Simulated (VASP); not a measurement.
# Au (Fm-3m) in VASP: further runs

The runs below take Au through single point, relaxation of cell and atoms, with LDA.

All numbers are computed with VASP 6.6.1; they aren't measurements. Logs are shortened: lines on timing, memory, paths and dates and some standing lists are left out, and cuts for length are marked.

### 1 The cell of the first run

Symmetry: Fm-3m, No. 225, cubic system. Conventional cell: a = 4.048 Å, b = 4.048 Å, c = 4.048 Å, α = 90.00°, β = 90.00°, γ = 90.00°. Au (site symmetry m-3m) has 12 Au at 2.86 Å within 3.8 Å.

### 2 Single point, LDA

Input file INCAR:

```
SYSTEM = Au
PREC     = Accurate       ! precision mode
ENCUT    = 520            ! plane-wave cutoff, eV
EDIFF    = 1E-6           ! SCF threshold, eV
ISMEAR   = 0              ! smearing method
SIGMA    = 0.1            ! smearing width, eV
LREAL    = .FALSE.        ! projectors in reciprocal space
LASPH    = .TRUE.         ! aspherical terms in the spheres
NELM     = 80             ! most SCF steps
ALGO     = Normal         ! electronic algorithm
ISIF     = 2              ! what is computed and relaxed
LWAVE    = .FALSE.        ! write WAVECAR
LCHARG   = .FALSE.        ! write CHGCAR
GGA      = CA             ! functional
NBANDS   = 12             ! bands
```

Input file KPOINTS:

```
regular mesh
0
G
  18 18 18
  0 0 0
```

Input file POSCAR:

```
Au
1.0
    0.0000000000      2.0241391436      2.0241391436
    2.0241391436      0.0000000000      2.0241391436
    2.0241391436      2.0241391436      0.0000000000
Au
1
Direct
    0.0000000000      0.0000000000      0.0000000000
```

Potentials or basis: VASP PAW LDA potentials, release 64 (Au).

On the command line:

```console
$ cat potpaw_LDA.64/Au/POTCAR > POTCAR
$ mpirun -np 1 vasp_std > vasp.out
```

OUTCAR:

```text
SYSTEM = Au
   PREC = Accurate
   ENCUT = 520
   EDIFF = 1E-6
   ISMEAR = 0
   LREAL = .FALSE.
   LASPH = .TRUE.
   NELM = 80
   ISIF = 2
   GGA = CA

 ion  position               nearest neighbor table
   1  0.000  0.000  0.000-

  LATTYP: Found a face centered cubic cell.
 ALAT       =     4.0482782872

  Lattice vectors:

 A1 = (   0.0000000000,   2.0241391436,   2.0241391436)
 A2 = (   2.0241391436,   0.0000000000,   2.0241391436)
 A3 = (   2.0241391436,   2.0241391436,   0.0000000000)

Analysis of symmetry for initial positions (statically):
=====================================================================
 Subroutine PRICEL returns:
 Original cell was already a primitive cell.

 Routine SETGRP: Setting up the symmetry group for a
 face centered cubic supercell.

 Subroutine GETGRP returns: Found 48 space group operations
[... 9 lines left out ...]

 Routine SETGRP: Setting up the symmetry group for a
 face centered cubic supercell.

 Subroutine GETGRP returns: Found 48 space group operations
[... 11 lines left out ...]
                                     Primitive cell

  volume of cell :      16.5864

  direct lattice vectors                    reciprocal lattice vectors
     0.000000000  2.024139144  2.024139144    -0.247018591  0.247018591  0.247018591
     2.024139144  0.000000000  2.024139144     0.247018591 -0.247018591  0.247018591
     2.024139144  2.024139144  0.000000000     0.247018591  0.247018591 -0.247018591

  length of vectors
     2.862565029  2.862565029  2.862565029     0.427848751  0.427848751  0.427848751

  position of ions in fractional coordinates (direct lattice)
     0.000000000  0.000000000  0.000000000

  ion indices of the primitive-cell ions
   primitive index   ion index
                 1           1

----------------------------------------------------------------------------------------

 KPOINTS: regular mesh

Automatic generation of k-mesh.
 Grid dimensions read from file:
 generate k-points for:   18   18   18

 Generating k-lattice:

  Cartesian coordinates                     Fractional coordinates (reciprocal lattice)
    -0.013723255  0.013723255  0.013723255     0.055555556  0.000000000  0.000000000
     0.013723255 -0.013723255  0.013723255     0.000000000  0.055555556  0.000000000
     0.013723255  0.013723255 -0.013723255     0.000000000  0.000000000  0.055555556

  Length of vectors
     0.023769375  0.023769375  0.023769375

  Shift w.r.t. Gamma in fractional coordinates (k-lattice)
[... 51 lines left out ...]
   NELM   =     80;   NELMIN=  2; NELMDL= -5     # of ELM steps
   EDIFF  = 0.1E-05   stopping-criterion for ELM
   LREAL  =      F    real-space projection
   EDIFFG = 0.1E-04   stopping-criterion for IOM
   NSW    =      0    number of steps for IOM
   IBRION =     -1    ionic relax: 0-MD 1-quasi-New 2-CG
   NFREE  =      0    steps in history (QN), initial steepest desc. (CG)
   ISIF   =      2    stress and relaxation
   ISYM   =      2    0-nonsym 1-usesym 2-fastsym
   POTIM  = 0.5000    time-step for ionic-motion
   TEBEG  =    0.0;   TEEND  =   0.0 temperature during run
   PSTRESS=    0.0 pullay stress
   NELECT =      11.0000    total number of electrons
   NUPDOWN=      -1.0000    fix difference up-down
   EMIN   =  10.00;   EMAX   =-10.00  energy-range for DOS
   EFERMI =   0.00;   METHOD = LEGACY
   ISMEAR =     0;   SIGMA  =   0.10  broadening in eV -4-tet -1-fermi 0-gaus
   EFERMI_NEDOS =   21; number of points for ismear=-14 and -15
   IALGO  =     38    algorithm
   IMIX   =      4    mixing-type and parameters
     AMIX     =   0.40;   BMIX     =  1.00
     AMIX_MAG =   1.60;   BMIX_MAG =  1.00
  volume/ion in A,a.u.               =      16.59       111.93
  Fermi-wavevector in a.u.,A,eV,Ry     =   1.427651  2.697869 27.731220  2.038187
  Thomas-Fermi vector in A             =   2.547798
   LORBIT       =      0    0 simple, 1 ext, 2 COOP (PROOUT), +10 PAW based schemes
   GGA     = CA    functional components
   LHFCALC =     F    Hartree Fock is set to
   AEXX    =    0.0000 exact exchange contribution
   IVDW    =     0    specifies the selected vdW correction
   LEPSILON=     F    determine dielectric tensor
   LRPA    =     F    only Hartree local field effects (RPA)
 non-spin polarized calculation
 Gauss-broadening in eV      SIGMA  =   0.10
  energy-cutoff  :      520.00
  volume of cell :       16.59
 maximum number of plane-waves:       459
 NGX is ok and might be reduce to    24
   NGX = 11   NGY = 11   NGZ = 11

 number of electron      10.9999999 magnetization

 Free energy of the ion-electron system (eV)
  ---------------------------------------------------
  ext. energy  EPLUGINS =         0.00000000
  ---------------------------------------------------
  free energy    TOTEN  =        -4.44606030 eV

  energy without entropy =       -4.44460114  energy(sigma->0) =       -4.44533072

 E-fermi :   9.7301     XC(G=0): -13.1401

 val. band max:        9.7201984366   @ k =   0.5000   0.1667   0.0556
 cond. band min:       9.7439609108   @ k =   0.5000   0.2778   0.1111
 fundamental gap:      0.0237624742
 Fermi energy:         9.7301004380

 k-point     1 :       0.0000    0.0000    0.0000
  band No.  band energies     occupation
      1      -0.4542      2.00000
      2       4.8922      2.00000
      3       4.8922      2.00000
      4       4.8922      2.00000
      5       6.5060      2.00000
      6       6.5060      2.00000
      7      24.1953      0.00000
      8      28.3064      0.00000
      9      28.3064      0.00000
     10      28.3064      0.00000
     11      33.4235      0.00000
     12      38.3100      0.00000
[... 331 lines left out ...]
 k-point    24 :      -0.2222    0.0556    0.0000
  band No.  band energies     occupation
      1       1.3837      2.00000
      2       4.6036      2.00000
      3       5.2140      2.00000
      4       5.2546      2.00000
      5       6.3984      2.00000
      6       6.9085      2.00000
      7      21.4860      0.00000
      8      25.3890      0.00000
      9      28.4964      0.00000
     10      30.6902      0.00000
     11      31.4112      0.00000
     12      32.8201      0.00000

 [... further k-points ...]
[... 5 lines left out ...]
  --------------------------------------------------------------------------------------
  -------------------------------------------------------------------------------------
  Total        0.0535913      0.0535913      0.0535913      0.0000000      0.0000000      0.0000000
  in kB        5.1767066      5.1767066      5.1767066      0.0000000      0.0000000      0.0000000
  external PRESSURE =       5.1767066 kB  Pullay stress =       0.0000000 kB

 VOLUME and BASIS-vectors are now :
 -----------------------------------------------------------------------------
  energy-cutoff  :      520.00
  volume of cell :       16.59
      direct lattice vectors                 reciprocal lattice vectors
     0.000000000  2.024139144  2.024139144    -0.247018591  0.247018591  0.247018591
     2.024139144  0.000000000  2.024139144     0.247018591 -0.247018591  0.247018591
     2.024139144  2.024139144  0.000000000     0.247018591  0.247018591 -0.247018591

 POSITION                                       TOTAL-FORCE (eV/Angst)
 -----------------------------------------------------------------------------------
      0.00000      0.00000      0.00000         0.000000      0.000000      0.000000
 -----------------------------------------------------------------------------------
    total drift:                                0.000000      0.000000     -0.000000

  FREE ENERGIE OF THE ION-ELECTRON SYSTEM (eV)
  ---------------------------------------------------
  free  energy   TOTEN  =        -4.4460603000 eV

  energy  without entropy=       -4.4446011378  energy(sigma->0) =       -4.44533072
```

OSZICAR:

```text
N       E                     dE             d eps       ncg     rms          rms(c)
DAV:   1     0.488971486973E+02    0.48897E+02   -0.55849E+03  4852   0.819E+02
DAV:   2    -0.406930029874E+01   -0.52966E+02   -0.50304E+02  5588   0.189E+02
DAV:   3    -0.477069676690E+01   -0.70140E+00   -0.70064E+00  5660   0.208E+01
DAV:   4    -0.477295890888E+01   -0.22621E-02   -0.22620E-02  5628   0.137E+00
DAV:   5    -0.477297455632E+01   -0.15647E-04   -0.15646E-04  5716   0.108E-01    0.105E+01
DAV:   6    -0.447343393128E+01    0.29954E+00   -0.79716E-01  5072   0.715E+00    0.642E+00
DAV:   7    -0.444950865455E+01    0.23925E-01   -0.69313E-02  5520   0.207E+00    0.294E+00
DAV:   8    -0.444606339149E+01    0.34453E-02   -0.21057E-03  5236   0.465E-01    0.274E-01
DAV:   9    -0.444606006209E+01    0.33294E-05   -0.92656E-06  5636   0.283E-02    0.161E-02
DAV:  10    -0.444606030000E+01   -0.23791E-06   -0.94279E-07  4952   0.705E-03
   1 F= -.44460603E+01 E0= -.44453307E+01  d E =-.145916E-02
```

Wall time 60 s (1 thread of AMD EPYC 7R13, shared host); peak memory 0.13 GiB.

Results:

```
Free energy : -4.4461 eV
Pressure    : 0.5 GPa
```

Levels at points of the mesh, in eV from the Fermi level:
```tsv
k point	band 2	band 3	band 4	band 5	band 6	band 7	band 8	band 9	band 10	band 11
(0.00, 0.00, 0.00)	-4.84	-4.84	-4.84	-3.22	-3.22	14.47	18.58	18.58	18.58	23.69
(0.50, 0.00, 0.00)	-4.87	-4.87	-1.96	-1.96	-1.11	3.22	13.93	17.24	17.24	25.36
(0.50, 0.50, 0.00)	-7.00	-2.00	-1.62	-1.62	0.91	5.99	10.02	10.02	17.57	20.26
```

Caveat: spin-orbit coupling is left out, which moves the levels of the heavy elements.

### 3 Relaxation of cell and atoms, LDA

This run uses another cell than the first one, of 16.85 Å³/atom, 1.016 times its volume.

Input file INCAR:

```
SYSTEM = Au
PREC = Accurate ; ENCUT = 600
EDIFF = 1E-6 ; ISMEAR = 0
SIGMA = 0.1 ; LREAL = .False.
LASPH = .True. ; NELM = 100
ALGO = Fast ; ISIF = 3
LWAVE = .False. ; LCHARG = .False.
IBRION = 2 ; NSW = 100
EDIFFG = -0.005
```

Input file KPOINTS:

```
Automatic mesh
0
Gamma
  18 18 18
  0 0 0
```

Input file POSCAR:

```
Au
1.0
    0.0000000000      2.0350000000      2.0350000000
    2.0350000000      0.0000000000      2.0350000000
    2.0350000000      2.0350000000      0.0000000000
Au
1
Direct
    0.0000000000      0.0000000000      0.0000000000
```

Potentials or basis: VASP PAW LDA potentials, release 64 (Au).

On the command line:

```console
$ cat potpaw_LDA.64/Au/POTCAR > POTCAR
$ mpirun -np 1 vasp_std > vasp.out
```

OUTCAR:

```text
SYSTEM = Au
   PREC = Accurate
   ENCUT = 600
   EDIFF = 1E-6
   ISMEAR = 0
   LREAL = .False.
   LASPH = .True.
   NELM = 100
   ISIF = 3
   IBRION = 2
   NSW = 100
   EDIFFG = -0.005

 ion  position               nearest neighbor table
   1  0.000  0.000  0.000-

  LATTYP: Found a face centered cubic cell.
 ALAT       =     4.0700000000

  Lattice vectors:

 A1 = (   0.0000000000,   2.0350000000,   2.0350000000)
 A2 = (   2.0350000000,   0.0000000000,   2.0350000000)
 A3 = (   2.0350000000,   2.0350000000,   0.0000000000)

Analysis of symmetry for initial positions (statically):
=====================================================================
 Subroutine PRICEL returns:
 Original cell was already a primitive cell.

 Routine SETGRP: Setting up the symmetry group for a
 face centered cubic supercell.

 Subroutine GETGRP returns: Found 48 space group operations
[... 9 lines left out ...]

 Routine SETGRP: Setting up the symmetry group for a
 face centered cubic supercell.

 Subroutine GETGRP returns: Found 48 space group operations
[... 11 lines left out ...]
                                     Primitive cell

  volume of cell :      16.8548

[... 139 lines left out ...]

  FORCE on cell =-STRESS in cart. coord.  units (eV):
  Direction    XX          YY          ZZ          XY          YZ          ZX
  --------------------------------------------------------------------------------------
  -------------------------------------------------------------------------------------
  Total       -0.2478954     -0.2478954     -0.2478954      0.0000000     -0.0000000     -0.0000000
  in kB      -23.5643729    -23.5643729    -23.5643729      0.0000000     -0.0000000     -0.0000000
  external PRESSURE =     -23.5643729 kB  Pullay stress =       0.0000000 kB
[... 22 lines left out ...]
--------------------------------------- Ionic step        2  -------------------------------------------

 number of electron      11.0000000 magnetization

 E-fermi :  10.0964     XC(G=0): -13.2568

 val. band max:       10.0778606859   @ k =   0.5000   0.1667   0.0556
 cond. band min:      10.1186920487   @ k =   0.5000   0.2778   0.1111
 fundamental gap:      0.0408313628
 Fermi energy:        10.0963633821

 k-point     1 :       0.0000    0.0000    0.0000
  band No.  band energies     occupation
      1      -0.3195      2.00000
      2       5.1322      2.00000
      3       5.1322      2.00000
      4       5.1322      2.00000
      5       6.8035      2.00000
      6       6.8035      2.00000
      7      24.5121      0.00000
      8      28.7401      0.00000
      9      28.7401      0.00000
[... 310 lines left out ...]
--------------------------------------- Ionic step        3  -------------------------------------------

 number of electron      10.9999999 magnetization

 Free energy of the ion-electron system (eV)
  ---------------------------------------------------
  ext. energy  EPLUGINS =         0.00000000
  ---------------------------------------------------
  free energy    TOTEN  =        -4.44612171 eV

  energy without entropy =       -4.44466650  energy(sigma->0) =       -4.44539411

 E-fermi :   9.6682     XC(G=0): -13.1202

 val. band max:        9.6628973885   @ k =   0.4444   0.4444   0.0000
 cond. band min:       9.6805265983   @ k =   0.5000   0.2778   0.1111
 fundamental gap:      0.0176292097
 Fermi energy:         9.6681750131

 k-point     1 :       0.0000    0.0000    0.0000
  band No.  band energies     occupation
      1      -0.4769      2.00000
      2       4.8511      2.00000
      3       4.8511      2.00000
      4       4.8511      2.00000
      5       6.4553      2.00000
      6       6.4553      2.00000
      7      24.1411      0.00000
      8      28.2324      0.00000
      9      28.2324      0.00000
[... 304 lines left out ...]
  FREE ENERGIE OF THE ION-ELECTRON SYSTEM (eV)
  ---------------------------------------------------
  free  energy   TOTEN  =        -4.4461217136 eV

  energy  without entropy=       -4.4446665041  energy(sigma->0) =       -4.44539411

 reached required accuracy - stopping structural energy minimisation
```

CONTCAR:

```text
Au
   1.00000000000000
     0.0000000000000000    2.0264541218442167    2.0264541218442167
     2.0264541218442167   -0.0000000000000000    2.0264541218442167
     2.0264541218442167    2.0264541218442167    0.0000000000000000
  Au
     1
Direct
     0.0000000000000000    0.0000000000000000    0.0000000000000000

  0.00000000E+00  0.00000000E+00  0.00000000E+00
```

It took 2.1 min on 1 thread of AMD EPYC 7R13, shared host; peak memory 0.14 GiB.

Results:

| Property | Result |
| --- | --- |
| Free energy | -4.4461 eV |
| Relaxed volume | 16.64 Å³/atom |
| Relaxed cell | a = 2.866 Å, b = 2.866 Å, c = 2.866 Å, α = 60.00°, β = 60.00°, γ = 60.00° |
| Space group after relaxing (to 0.05 Å) | Fm-3m (No. 225) |
| Energy gained by relaxing | 1.6 meV/atom |
| Ionic steps | 3 |
| Pressure after relaxing | 0.0 GPa |

Step by step:
```
step  energy change (eV)  largest force (eV/Å)  pressure (GPa)  volume (Å³)
   1              0.0000                0.0000           -2.36        16.85
   2              0.0039                0.0000            4.64        16.26
   3             -0.0016                0.0000            0.02        16.64
```

Final structure:
```cif
data_structure
_symmetry_space_group_name_H-M 'P 1'
_symmetry_Int_Tables_number 1
_cell_length_a 2.8658
_cell_length_b 2.8658
_cell_length_c 2.8658
_cell_angle_alpha 60.000
_cell_angle_beta 60.000
_cell_angle_gamma 60.000
_cell_volume 16.64
loop_
_atom_site_label
_atom_site_type_symbol
_atom_site_fract_x
_atom_site_fract_y
_atom_site_fract_z
_atom_site_occupancy
Au1 Au 0.00000 0.00000 0.00000 1
```

Levels at points of the mesh, in eV from the Fermi level:
| k point | band 4 | band 5 | band 6 | band 7 | band 8 | band 9 |
| --- | --- | --- | --- | --- | --- | --- |
| (0.00, 0.00, 0.00) | -4.82 | -3.21 | -3.21 | 14.47 | 18.56 | 18.56 |
| (0.50, 0.00, 0.00) | -1.95 | -1.95 | -1.09 | 3.20 | 13.93 | 17.22 |
| (0.50, 0.50, 0.00) | -1.62 | -1.62 | 0.92 | 5.96 | 10.01 | 10.01 |

Caveat: spin-orbit coupling is left out, which moves the levels of the heavy elements.
